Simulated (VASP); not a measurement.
Write the native input for VASP 6.6.1 that does the following.

```
Task                   : single point
Functional             : PBE
Potentials or basis    : VASP PAW PBE potentials, release 64 (Zn, S)
Cutoff                 : 520 eV
k mesh                 : 6 × 6 × 6
Occupations            : gaussian, width 0.1 eV
Spin                   : no spin polarisation
Dipole correction      : no
Further INCAR settings : ALGO = Normal; EDIFF = 1e-07; NBANDS = 16
```

The structure of ZnS lies in POSCAR:

```
ZnS
1.0
    1.5172343513      0.8759756611      4.8326723781
   -1.5172343513      0.8759756611      4.8326723781
    0.0000000000     -1.7519513222      4.8326723781
Zn S
1 1
Direct
    0.0000000000      0.0000000000      0.0000000000
    0.5000000000      0.5000000000      0.5000000000
```

One way to write it, as run:

INCAR

```
PREC = Accurate
ENCUT = 520
EDIFF = 1E-7
ISMEAR = 0
SIGMA = 0.1
LREAL = F
LASPH = T
NELM = 60
ALGO = Normal
ISIF = 2
LWAVE = F
LCHARG = F
GGA = PE
NBANDS = 16
```

KPOINTS

```
Automatic mesh
0
Gamma
  6 6 6
```

Potentials or basis: VASP PAW PBE potentials, release 64 (Zn, S).

Command:

```bash
$ cat potpaw_PBE.64/Zn/POTCAR potpaw_PBE.64/S/POTCAR > POTCAR
$ mpirun -np 1 vasp_std > vasp.out
```

Results of the run:

```
Pressure               : -7.2 GPa
Band gap on the k mesh : zero (band 9 reaches 4.93 eV, above the bottom of band 10 at 3.11 eV)
```

Caveat: the k points lie up to 0.40 Å⁻¹ apart.

It took 24 s on 1 thread of Intel(R) Xeon(R) 6975P-C (Granite Rapids), on a shared host, peak memory 0.23 GiB.
